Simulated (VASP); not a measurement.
# Mg33S32 (a cell with a defect) in VASP: single point with PBEsol

Aim: the single point of Mg33S32 (a cell with a defect) with PBEsol.

All numbers are computed with VASP 6.6.1; they aren't measurements. Logs are shortened: lines on timing, memory, paths and dates and some standing lists are left out, and cuts for length are marked.

## 1. The cell of the first run

The cell holds a defect, 65 atoms: a = 11.303 Å, b = 11.303 Å, c = 11.303 Å, α = 90.00°, β = 90.00°, γ = 90.00°.

## 2. Single point, PBEsol, collinear spin

INCAR

```
  ALGO = Normal
  EDIFF = 1E-6
  ENCUT = 400
  GGA = PS
  GGA_COMPAT = False
  ISIF = 2
  ISMEAR = -1
  ISPIN = 2
  ISYM = -1
  LASPH = True
  LCHARG = True
  LELF = True
  LORBIT = 11
  LREAL = Auto
  LVHAR = True
  LWAVE = False
  MAGMOM = 0 0 0 0 0 0 0 0.182 0 0.182 0 0 0 0 0 0 0 0 0.182 0 0 0 0 0 0 0 0 0 0.182 0 0 0 0.182 0 0 0 0 0 0 0 0 0.182 0.182 0 0 0 0 0 0 0.182 0 0.182 0 0 0 0 0 0.182 0 0 0 0.182 0 0 0
  NBANDS = 171
  NELM = 200
  PREC = Accurate
  SIGMA = 0.05
```

KPOINTS

```
explicit points
1
Reciprocal
  0.25000000   0.25000000   0.25000000 1
```

POSCAR

```
Mg33S32
1.0
   11.3030650000      0.0000000000      0.0000000000
    0.0000000000     11.3030650000      0.0000000000
    0.0000000000      0.0000000000     11.3030650000
Mg S
33 32
Direct
    0.0017340000      0.0017690000      0.0012340000
    0.9948310000      0.9947420000      0.4981120000
    0.9947520000      0.4985630000      0.9942270000
    0.9984650000      0.4987380000      0.4982580000
    0.4986390000      0.9947010000      0.9943190000
    0.4987660000      0.9983260000      0.4982780000
    0.4987520000      0.4987210000      0.9979350000
    0.5139430000      0.5137990000      0.5134940000
    0.2523710000      0.2523480000      0.9982210000
    0.2347650000      0.2346880000      0.5146720000
    0.2517510000      0.7553120000      0.9943550000
    0.2517910000      0.7518090000      0.4973450000
    0.7553400000      0.2517070000      0.9943900000
    0.7518870000      0.2517260000      0.4973730000
    0.7489740000      0.7489290000      0.0006050000
    0.7546220000      0.7545980000      0.4976460000
    0.2524010000      0.9986940000      0.2519170000
    0.2517120000      0.9948920000      0.7547960000
    0.2345410000      0.5153370000      0.2340680000
    0.2518170000      0.4977760000      0.7513290000
    0.7553410000      0.9948540000      0.2512220000
    0.7489200000      0.0011550000      0.7484100000
    0.7518230000      0.4977900000      0.2513120000
    0.7546370000      0.4981680000      0.7541030000
    0.9987040000      0.2523770000      0.2518840000
    0.9948960000      0.2516980000      0.7547590000
    0.9948400000      0.7552690000      0.2512180000
    0.0011640000      0.7489530000      0.7484210000
    0.5152240000      0.2345420000      0.2342080000
    0.4978610000      0.2517450000      0.7514150000
    0.4978780000      0.7518180000      0.2512780000
    0.4981530000      0.7545640000      0.7541460000
    0.3745520000      0.3747540000      0.3738890000
    0.1276110000      0.1275590000      0.1271230000
    0.1150230000      0.1150000000      0.6346050000
    0.1148870000      0.6352200000      0.1143650000
    0.1272950000      0.6234300000      0.6229510000
    0.6351870000      0.1149500000      0.1144380000
    0.6234350000      0.1272720000      0.6229050000
    0.6234740000      0.6234410000      0.1267850000
    0.6340350000      0.6340080000      0.6335010000
    0.3758070000      0.3758710000      0.1318150000
    0.3742500000      0.3740470000      0.6179350000
    0.3750600000      0.8753860000      0.1240300000
    0.3749300000      0.8750200000      0.6249940000
    0.8754180000      0.3750470000      0.1240330000
    0.8750860000      0.3749670000      0.6249730000
    0.8752990000      0.8752770000      0.1213620000
    0.8746110000      0.8746280000      0.6275160000
    0.3759260000      0.1322510000      0.3754140000
    0.3750760000      0.1244810000      0.8749590000
    0.3741150000      0.6183880000      0.3736280000
    0.3749370000      0.6254310000      0.8745820000
    0.8754510000      0.1244670000      0.3745470000
    0.8752740000      0.1218910000      0.8747270000
    0.8750490000      0.6254250000      0.3744160000
    0.8746360000      0.6280380000      0.8740870000
    0.1322880000      0.3759110000      0.3752820000
    0.1245370000      0.3750280000      0.8749090000
    0.1245150000      0.8753900000      0.3744970000
    0.1219050000      0.8752910000      0.8747730000
    0.6184350000      0.3740080000      0.3736820000
    0.6255010000      0.3749700000      0.8746190000
    0.6254990000      0.8750650000      0.3744410000
    0.6280490000      0.8745750000      0.8740850000
```

Potentials or basis: VASP PAW PBE potentials, release 64 (Mg, S).

The run is started by

```console
> cat potpaw_PBE.64/Mg/POTCAR potpaw_PBE.64/S/POTCAR > POTCAR
> mpirun -np 1 vasp_std > vasp.out
```

OUTCAR:

```text
EDIFF = 1E-6
   ENCUT = 400
   GGA = PS
   ISIF = 2
   ISMEAR = -1
   ISPIN = 2
   ISYM = -1
   LASPH = True
   LORBIT = 11
   LREAL = Auto
   NELM = 200
   PREC = Accurate

 ion  position               nearest neighbor table
   1  0.002  0.002  0.001-  48 2.44  55 2.44  61 2.44  34 2.46
   2  0.995  0.995  0.498-  49 2.41  60 2.43  54 2.43  35 2.46
   3  0.995  0.499  0.994-  57 2.41  59 2.43  46 2.43  36 2.46
   4  0.998  0.499  0.498-  47 2.44  56 2.44  37 2.47  58 2.48
   5  0.499  0.995  0.994-  65 2.41  44 2.43  51 2.43  38 2.46
   6  0.499  0.998  0.498-  64 2.44  45 2.44  39 2.47  50 2.48
   7  0.499  0.499  0.998-  63 2.44  53 2.44  40 2.47  42 2.48
   8  0.514  0.514  0.513-  41 2.35  43 2.53  62 2.53  52 2.53  33 2.73
   9  0.252  0.252  0.998-  59 2.44  51 2.44  34 2.47  42 2.49
  10  0.235  0.235  0.515-  35 2.35  43 2.52  50 2.52  58 2.52  33 2.75
  11  0.252  0.755  0.994-  61 2.41  53 2.43  44 2.44  36 2.46
  12  0.252  0.752  0.497-  60 2.44  45 2.44  37 2.47  52 2.48
  13  0.755  0.252  0.994-  55 2.41  63 2.43  46 2.44  38 2.46
  14  0.752  0.252  0.497-  54 2.44  47 2.44  39 2.47  62 2.48
  15  0.749  0.749  0.001-  57 2.44  65 2.44  48 2.44  40 2.46
  16  0.755  0.755  0.498-  49 2.42  64 2.43  56 2.43  41 2.46
  17  0.252  0.999  0.252-  60 2.44  44 2.44  34 2.47  50 2.49
  18  0.252  0.995  0.755-  61 2.41  45 2.43  51 2.44  35 2.46
  19  0.235  0.515  0.234-  36 2.34  52 2.52  58 2.52  42 2.52  33 2.74
  20  0.252  0.498  0.751-  59 2.44  53 2.44  37 2.47  43 2.48
  21  0.755  0.995  0.251-  48 2.41  64 2.43  54 2.44  38 2.47
  22  0.749  0.001  0.748-  49 2.44  65 2.44  55 2.44  39 2.46
  23  0.752  0.498  0.251-  46 2.44  56 2.44  40 2.47  62 2.48
  24  0.755  0.498  0.754-  57 2.42  47 2.43  63 2.43  41 2.46
  25  0.999  0.252  0.252-  46 2.44  54 2.44  34 2.47  58 2.48
  26  0.995  0.252  0.755-  55 2.41  47 2.43  59 2.44  35 2.46
  27  0.995  0.755  0.251-  48 2.41  56 2.43  60 2.44  36 2.46
  28  0.001  0.749  0.748-  57 2.44  49 2.44  61 2.44  37 2.46
  29  0.515  0.235  0.234-  38 2.34  62 2.52  50 2.52  42 2.52  33 2.74
  30  0.498  0.252  0.751-  51 2.44  63 2.44  39 2.47  43 2.48
  31  0.498  0.752  0.251-  44 2.44  64 2.44  40 2.47  52 2.48
  32  0.498  0.755  0.754-  65 2.42  53 2.43  45 2.43  41 2.46
  33  0.375  0.375  0.374-   8 2.73  42 2.74  58 2.74  50 2.74  19 2.74  29 2.74  10 2.75  52 2.75
                            62 2.76  43 2.76
  34  0.128  0.128  0.127-   1 2.46  17 2.47   9 2.47  25 2.47
  35  0.115  0.115  0.635-  10 2.35   2 2.46  26 2.46  18 2.46
  36  0.115  0.635  0.114-  19 2.34   3 2.46  27 2.46  11 2.46
  37  0.127  0.623  0.623-  28 2.46   4 2.47  12 2.47  20 2.47
  38  0.635  0.115  0.114-  29 2.34   5 2.46  13 2.46  21 2.47
  39  0.623  0.127  0.623-  22 2.46   6 2.47  14 2.47  30 2.47
  40  0.623  0.623  0.127-  15 2.46   7 2.47  31 2.47  23 2.47
  41  0.634  0.634  0.634-   8 2.35  16 2.46  24 2.46  32 2.46
  42  0.376  0.376  0.132-   7 2.48   9 2.49  19 2.52  29 2.52  33 2.74
  43  0.374  0.374  0.618-  30 2.48  20 2.48  10 2.52   8 2.53  33 2.76
  44  0.375  0.875  0.124-   5 2.43  11 2.44  31 2.44  17 2.44
  45  0.375  0.875  0.625-  32 2.43  18 2.43   6 2.44  12 2.44
  46  0.875  0.375  0.124-   3 2.43  13 2.44  23 2.44  25 2.44
  47  0.875  0.375  0.625-  24 2.43  26 2.43   4 2.44  14 2.44
  48  0.875  0.875  0.121-  21 2.41  27 2.41   1 2.44  15 2.44
  49  0.875  0.875  0.628-   2 2.41  16 2.42  22 2.44  28 2.44
  50  0.376  0.132  0.375-   6 2.48  17 2.49  29 2.52  10 2.52  33 2.74
  51  0.375  0.124  0.875-   5 2.43  18 2.44  30 2.44   9 2.44
  52  0.374  0.618  0.374-  12 2.48  31 2.48  19 2.52   8 2.53  33 2.75
  53  0.375  0.625  0.875-  32 2.43  11 2.43   7 2.44  20 2.44
  54  0.875  0.124  0.375-   2 2.43  21 2.44  14 2.44  25 2.44
  55  0.875  0.122  0.875-  26 2.41  13 2.41   1 2.44  22 2.44
  56  0.875  0.625  0.374-  16 2.43  27 2.43   4 2.44  23 2.44
  57  0.875  0.628  0.874-   3 2.41  24 2.42  15 2.44  28 2.44
  58  0.132  0.376  0.375-   4 2.48  25 2.48  19 2.52  10 2.52  33 2.74
  59  0.125  0.375  0.875-   3 2.43  26 2.44  20 2.44   9 2.44
  60  0.125  0.875  0.374-   2 2.43  27 2.44  12 2.44  17 2.44
  61  0.122  0.875  0.875-  18 2.41  11 2.41   1 2.44  28 2.44
  62  0.618  0.374  0.374-  14 2.48  23 2.48  29 2.52   8 2.53  33 2.76
  63  0.626  0.375  0.875-  24 2.43  13 2.43   7 2.44  30 2.44
  64  0.625  0.875  0.374-  16 2.43  21 2.43   6 2.44  31 2.44
  65  0.628  0.875  0.874-   5 2.41  32 2.42  15 2.44  22 2.44

IMPORTANT INFORMATION: All symmetrisations will be switched off!
NOSYMM: (Re-)initialisation of all symmetry stuff for point group C_1.

----------------------------------------------------------------------------------------

                                     Primitive cell

[... 187 lines left out ...]
   EMIN   =  10.00;   EMAX   =-10.00  energy-range for DOS
   EFERMI =   0.00;   METHOD = LEGACY
   ISMEAR =    -1;   SIGMA  =   0.05  broadening in eV -4-tet -1-fermi 0-gaus
   EFERMI_NEDOS =   21; number of points for ismear=-14 and -15
   IALGO  =     38    algorithm
   IMIX   =      4    mixing-type and parameters
     AMIX     =   0.40;   BMIX     =  1.00
     AMIX_MAG =   1.60;   BMIX_MAG =  1.00
  volume/ion in A,a.u.               =      22.22       149.92
  Fermi-wavevector in a.u.,A,eV,Ry     =   0.922044  1.742411 11.567209  0.850166
  Thomas-Fermi vector in A             =   2.047528
   LORBIT       =     11    0 simple, 1 ext, 2 COOP (PROOUT), +10 PAW based schemes
   GGA     = PS    functional components
   LHFCALC =     F    Hartree Fock is set to
   AEXX    =    0.0000 exact exchange contribution
   IVDW    =     0    specifies the selected vdW correction
   LEPSILON=     F    determine dielectric tensor
   LRPA    =     F    only Hartree local field effects (RPA)
 spin polarized calculation
  energy-cutoff  :      400.00
  volume of cell :     1444.07
 maximum number of plane-waves:     26262
 NGX is ok and might be reduce to    80
   NGX = 37   NGY = 37   NGZ = 37

 number of electron     258.0000042 magnetization       0.0003640

 Free energy of the ion-electron system (eV)
  ---------------------------------------------------
  ext. energy  EPLUGINS =         0.00000000
  ---------------------------------------------------
  free energy    TOTEN  =      -283.36785902 eV

  energy without entropy =     -283.33382593  energy(sigma->0) =     -283.35084247

 E-fermi :   4.8842     XC(G=0):  -8.6707

 val. band max:        4.7240020864   @ k =   0.2500   0.2500   0.2500
 cond. band min:       5.0477359947   @ k =   0.2500   0.2500   0.2500
 fundamental gap:      0.3237339082
 Fermi energy:         4.8842087702

 spin component 1

 k-point     1 :       0.2500    0.2500    0.2500
  band No.  band energies     occupation
      1     -10.2471      1.00000
      2      -9.9967      1.00000
      3      -9.9335      1.00000
      4      -9.9330      1.00000
      5      -9.8126      1.00000
      6      -9.7517      1.00000
[... 133 lines left out ...]
    140       6.0693      0.00000
    141       6.1546      0.00000
 Fermi energy:         4.8842087702

 spin component 2

 k-point     1 :       0.2500    0.2500    0.2500
  band No.  band energies     occupation
      1     -10.2471      1.00000
      2      -9.9967      1.00000
      3      -9.9335      1.00000
      4      -9.9330      1.00000
      5      -9.8126      1.00000
      6      -9.7517      1.00000
[... 133 lines left out ...]
    140       6.0693      0.00000
    141       6.1547      0.00000
 [bands above 141 left out]

------------------------ aborting loop because EDIFF is reached ----------------------------------------

  FORCE on cell =-STRESS in cart. coord.  units (eV):
  Direction    XX          YY          ZZ          XY          YZ          ZX
  --------------------------------------------------------------------------------------
  -------------------------------------------------------------------------------------
  Total        5.4458601      5.4443595      5.4451998     -1.3651984     -1.3666108     -1.3675929
  in kB        6.0421067      6.0404418      6.0413741     -1.5146687     -1.5162358     -1.5173255
  external PRESSURE =       6.0413075 kB  Pullay stress =       0.0000000 kB

 VOLUME and BASIS-vectors are now :
 -----------------------------------------------------------------------------
  energy-cutoff  :      400.00
  volume of cell :     1444.07
      direct lattice vectors                 reciprocal lattice vectors
    11.303065000  0.000000000  0.000000000     0.088471578  0.000000000  0.000000000
     0.000000000 11.303065000  0.000000000     0.000000000  0.088471578  0.000000000
     0.000000000  0.000000000 11.303065000     0.000000000  0.000000000  0.088471578

 POSITION                                       TOTAL-FORCE (eV/Angst)
 -----------------------------------------------------------------------------------
      0.01960      0.02000      0.01395         0.007593      0.005546      0.005012
     11.24464     11.24363      5.63019         0.006780      0.008259      0.009206
     11.24375      5.63529     11.23781         0.007304      0.010691      0.008749
     11.28571      5.63727      5.63184         0.006632      0.015550      0.012347
      5.63615     11.24317     11.23885         0.009930      0.009130      0.005239
      5.63758     11.28414      5.63207         0.013540      0.010523      0.014481
[... 57 lines left out ...]
      7.07006      9.89092      4.23233        -0.008372      0.000132      0.001003
      7.09888      9.88538      9.87984        -0.005502      0.000978      0.000032
 -----------------------------------------------------------------------------------
    total drift:                               -0.003718     -0.002006      0.000532

  FREE ENERGIE OF THE ION-ELECTRON SYSTEM (eV)
  ---------------------------------------------------
  free  energy   TOTEN  =      -283.3678590195 eV

  energy  without entropy=     -283.3338259279  energy(sigma->0) =     -283.35084247

 total charge

# of ion       s       p       d       tot
------------------------------------------
    1        0.166   0.148   0.039   0.353
    2        0.168   0.151   0.040   0.360
    3        0.169   0.151   0.040   0.360
    4        0.166   0.145   0.038   0.349
    5        0.168   0.151   0.040   0.360
    6        0.166   0.145   0.038   0.349
[... 57 lines left out ...]
   64        1.310   2.480   0.000   3.790
   65        1.307   2.493   0.000   3.800
--------------------------------------------------
tot         47.496  84.082   1.276 132.854

 magnetization (x)

# of ion       s       p       d       tot
------------------------------------------
    1       -0.000  -0.000  -0.000  -0.000
    2       -0.000  -0.000  -0.000  -0.000
    3       -0.000  -0.000  -0.000  -0.000
    4        0.000   0.000   0.000   0.000
    5       -0.000  -0.000  -0.000  -0.000
    6        0.000   0.000   0.000   0.000
[... 57 lines left out ...]
   64       -0.000  -0.000   0.000  -0.000
   65        0.000   0.000   0.000   0.000
--------------------------------------------------
tot          0.000  -0.000   0.000  -0.000
```

It took 14 min on 1 thread of Intel Xeon Platinum 8259CL at 2.50GHz (Skylake/Cascade Lake), shared host; peak memory 1.4 GiB.

What came out:

- Free energy: -283.3679 eV
- Pressure: 0.6 GPa
- Largest force: 0.036 eV/Å
- Net moment: 0.00 μB per cell
- Valence electrons inside the program's atomic spheres: Mg 0.35, 0.36, 0.40 (each value once); S 3.78, 3.80, 3.79, 3.76 (each value once)

Forces in eV/Å, atoms in the order of the input:
```
Mg   0.008  0.006  0.005
Mg   0.007  0.008  0.009
Mg   0.007  0.011  0.009
Mg   0.007  0.016  0.012
Mg   0.010  0.009  0.005
Mg   0.014  0.011  0.014
Mg   0.014  0.016  0.010
Mg   0.022  0.022  0.019
Mg  -0.014 -0.015  0.008
Mg  -0.015 -0.015  0.016
Mg  -0.009 -0.007  0.008
Mg  -0.015 -0.010  0.012
Mg  -0.008 -0.007  0.008
Mg  -0.011 -0.013  0.012
Mg  -0.003 -0.003  0.006
Mg  -0.006 -0.007  0.008
Mg  -0.012  0.007 -0.015
Mg  -0.007  0.009 -0.007
Mg  -0.016  0.016 -0.018
Mg  -0.013  0.011 -0.012
Mg  -0.009  0.009 -0.010
Mg  -0.004  0.005 -0.005
Mg  -0.014  0.010 -0.013
Mg  -0.009  0.008 -0.005
Mg   0.007 -0.016 -0.015
Mg   0.009 -0.008 -0.006
Mg   0.008 -0.006 -0.010
Mg   0.005 -0.003 -0.004
Mg   0.016 -0.015 -0.017
Mg   0.014 -0.014 -0.011
Mg   0.010 -0.012 -0.012
Mg   0.008 -0.008 -0.008
Mg  -0.005 -0.011 -0.005
S    0.004  0.006  0.004
S   -0.007 -0.006  0.004
S   -0.007  0.004 -0.007
S    0.000 -0.001  0.001
S    0.005 -0.008 -0.005
S    0.000 -0.002  0.004
S    0.000 -0.001 -0.002
S    0.000  0.001  0.002
S   -0.009 -0.013  0.029
S    0.003  0.013 -0.017
S    0.000  0.001  0.010
S    0.002  0.002 -0.008
S    0.002  0.000  0.007
S    0.002  0.000 -0.009
S   -0.002 -0.001  0.004
S    0.000 -0.002 -0.006
S   -0.015  0.026 -0.016
S    0.000  0.006  0.002
S    0.012 -0.020  0.008
S    0.002 -0.008  0.001
S    0.002  0.009  0.001
S    0.000  0.004  0.001
S    0.003 -0.008  0.005
S    0.000 -0.006 -0.001
S    0.030 -0.014 -0.010
S    0.006 -0.001  0.000
S    0.008 -0.002  0.004
S    0.003  0.000 -0.001
S   -0.019  0.014  0.005
S   -0.007  0.000 -0.001
S   -0.008  0.000  0.001
S   -0.006  0.001  0.000
```

Stress tensor (GPa, compression positive):
```
 0.60 -0.15 -0.15
-0.15  0.60 -0.15
-0.15 -0.15  0.60
```

Caveat: the PAW data sets were made with another functional, which shifts forces and pressure a little.
